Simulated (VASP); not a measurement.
# Ni: relaxation of cell and atoms with PBEsol

Ni:

```
Ni
1.0
     2.15700    0.00000    0.00000
     0.00000    2.15700    0.00000
     0.00000    0.00000    2.15700
Ni
1
Direct
  0.00000 0.00000 0.00000
```

This isn't the form of Ni at room conditions, which is fcc.

```yaml
Program: VASP 6.6.1
Task: relaxation of cell and atoms
Functional: PBEsol
Potentials_or_basis: VASP PAW PBE potentials, release 64 (Ni)
Cutoff: 600 eV
k_mesh: 18 × 18 × 18
Occupations: fermi-dirac, width 0.05 eV
Spin: collinear spin, ferromagnetic start
Starting_moments: "[1.0] μB"
Target_pressure: 29 GPa
Dipole_correction: no
Further_INCAR_settings: ALGO = Normal; EDIFF = 1e-07; IBRION = 2; EDIFFG = -0.005; NSW = 60; ISIF = 3
```

```json
{
  "Relaxed volume": "10.53 Å³/atom",
  "Relaxed cell": "a = 2.192 Å, b = 2.192 Å, c = 2.192 Å, α = 90.00°, β = 90.00°, γ = 90.00°",
  "Space group after relaxing (to 0.1 Å)": "Pm-3m (No. 221)",
  "Energy change on relaxing (the run minimises the enthalpy)": "-112.8 meV/atom",
  "Ionic steps": "4",
  "Pressure after relaxing": "29.0 GPa",
  "Net moment": "0.40 μB per cell",
  "Site moments": "Ni +0.39 μB",
  "Valence electrons inside the program's atomic spheres": "Ni 9.57"
}
```

Step by step:
```tsv
step	energy change (eV)	largest force (eV/Å)	pressure (GPa)	volume (Å³)
1	0.0000	0.0000	44.65	10.04
2	-0.2189	0.0000	6.95	11.53
3	-0.1151	0.0000	28.62	10.54
4	-0.1128	0.0000	28.98	10.53
```

Final structure:
```xyz
1
Lattice="2.1919 0.0000 0.0000 0.0000 2.1919 0.0000 0.0000 0.0000 2.1919" Properties=species:S:1:pos:R:3 pbc="T T T"
Ni    0.0000    0.0000    0.0000
```

Levels at points of the mesh, in eV from the Fermi level:
Spin up:
```
           k point  band 2  band 3  band 4  band 5  band 6  band 7  band 8  band 9
(0.00, 0.00, 0.00)   -4.41   -4.41   -0.19   -0.19   -0.19   21.63   21.63   21.63
(0.50, 0.00, 0.00)   -3.85   -1.61   -1.56   -1.56   -0.07    4.65   26.20   29.38
(0.50, 0.50, 0.00)   -3.35   -1.28   -1.28    0.78    5.67    5.67   12.42   13.74
(0.50, 0.50, 0.50)   -4.05   -4.05    0.85    0.85   13.51   13.51   13.51   14.31
```
Spin down:
```tsv
k point	band 2	band 3	band 4	band 5	band 6	band 7	band 8	band 9
(0.00, 0.00, 0.00)	-4.13	-4.13	0.32	0.32	0.32	21.70	21.70	21.70
(0.50, 0.00, 0.00)	-3.55	-1.59	-1.09	-1.09	0.44	4.90	26.19	29.39
(0.50, 0.50, 0.00)	-3.06	-0.80	-0.80	1.15	5.72	5.72	12.60	13.93
(0.50, 0.50, 0.50)	-3.67	-3.67	1.23	1.23	13.59	13.59	13.59	14.27
```

Run time: 2.2 min on 1 thread of Intel Xeon 8259CL (shared host), peak memory 0.18 GiB.

Caveat: the cell is relaxed towards a set pressure, so the run minimises the enthalpy, not the energy; the PAW data sets were made with another functional, which shifts forces and pressure a little.
